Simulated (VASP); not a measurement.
Crystal: Ni.

```xyz
1
Lattice="0.0000 1.7597 1.7597 1.7597 0.0000 1.7597 1.7597 1.7597 0.0000" Properties=species:S:1:pos:R:3 pbc="T T T"
Ni    0.0000    0.0000    0.0000
```

Base run:

```yaml
Program: VASP 6.6.1
Functional: PBE
Potentials_or_basis: VASP PAW PBE potentials, release 64 (Ni)
Cutoff: 520 eV
k_mesh: 15 × 15 × 15
Occupations: methfessel-paxton, width 0.01 eV
Spin: collinear spin, ferromagnetic start
Starting_moments: "[0.672] μB"
```

Its results: pressure -0.2 GPa; net moment 0.64 μB per cell; site moments Ni +0.65 μB.

**Question.** The run is repeated on the same cell with these changes: occupations from methfessel-paxton, width 0.01 eV to methfessel-paxton, width 1 eV. What comes out?

**Answer.** Pressure -1.0 GPa; net moment 0.43 μB per cell; site moments Ni +0.43 μB.

Caveats: so wide a smearing shifts energies and pressures (at least some runs).
